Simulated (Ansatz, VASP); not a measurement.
## One calculation of Si3As, two programs

```
Si As
1.0
     3.64263    2.10308    2.97415
    -3.64263    2.10308    2.97415
     0.00000   -4.20615    2.97415
Si As
6 2
Direct
  0.75004 0.24995 0.75004
  0.75004 0.75004 0.24995
  0.24995 0.75004 0.75004
  0.24996 0.75005 0.24996
  0.75005 0.24996 0.24996
  0.24996 0.24996 0.75005
  0.25009 0.25009 0.25009
  0.74991 0.74991 0.74991
```

Alike in both runs: functional PBE; k mesh 8 × 8 × 8; occupations gaussian, width 0.1 eV; no spin polarisation.

Ansatz relaxed the structure, and its values are those at the end. VASP's run is a single point on that final structure, the one shown.

|  | VASP | Ansatz |
| --- | --- | --- |
| version | VASP 6.6.1 | Ansatz 0.2.0 |
| potentials or method | VASP PAW PBE potentials, release 64 (Si, As), cutoff 520 eV | scalar-relativistic, plane waves, PAW |
| valence electrons in the cell | 34 | 54 |

|  | VASP | Ansatz | Ansatz less VASP |
| --- | --- | --- | --- |
| gap on the k mesh at the Fermi level (eV) | none | none | - |
| pressure (GPa) | 0.1 | 0.0 | -0.11 |

A gap of «none» marks a metal or a gap that the smearing closes. VASP's potentials hold 34 valence electrons a cell and Ansatz's 54, so a difference there can come from the potentials and not from the codes.
